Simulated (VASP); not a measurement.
BN: single point with HSE06

BN:

```
B N
1.0
     0.00000    1.80483    1.85897
     1.80483    0.00000    1.85897
     1.80483    1.80483    0.00000
B N
1 1
Direct
  0.00000 0.00000 0.00000
  0.25000 0.25000 0.25000
```

This cell differs from its parent crystal: uniaxial z strain +3.0%.

```yaml
Program: VASP 6.6.1
Task: single point
Functional: HSE06
Potentials_or_basis: VASP PAW PBE potentials, release 64 (B, N)
Cutoff: 520 eV
k_mesh: 8 × 8 × 8
Occupations: gaussian, width 0.01 eV
Spin: no spin polarisation
Dipole_correction: no
Grid_for_exact_exchange_PRECFOCK: Normal
Further_INCAR_settings: ALGO = Normal; EDIFF = 1e-06; NBANDS = 11
Share_of_exact_exchange: 0.25
Screening_parameter: 0.2079 1/Å
```

```
Pressure               : -14.9 GPa
Band gap on the k mesh : 5.47 eV (least direct gap 10.26 eV)
```

Stress tensor (GPa, compression positive):
```
 -8.42   0.00   0.00
  0.00  -8.42   0.00
  0.00   0.00 -27.82
```

Levels at points of the mesh, in eV from the valence-band top:
```
           k point  band 2  band 3  band 4  band 5  band 6  band 7
(0.00, 0.00, 0.00)   -0.31    0.00    0.00   10.26   10.26   10.47
(0.50, 0.00, 0.00)  -11.49   -2.39   -1.92   11.10   12.38   12.44
(0.50, 0.50, 0.00)   -9.99   -5.01   -5.01    5.99   10.95   19.89
(0.50, 0.00, 0.50)   -9.55   -5.43   -5.40    5.47   10.25   19.70
```

Wall time 34 min on 1 thread of Intel Xeon 8259CL (shared host), peak memory 0.24 GiB.

Caveat: the cell differs from its parent crystal (uniaxial z strain +3.0%); the cell stands under tension; the PAW data sets were made with another functional, which shifts forces and pressure a little. A k mesh can miss the band edges.
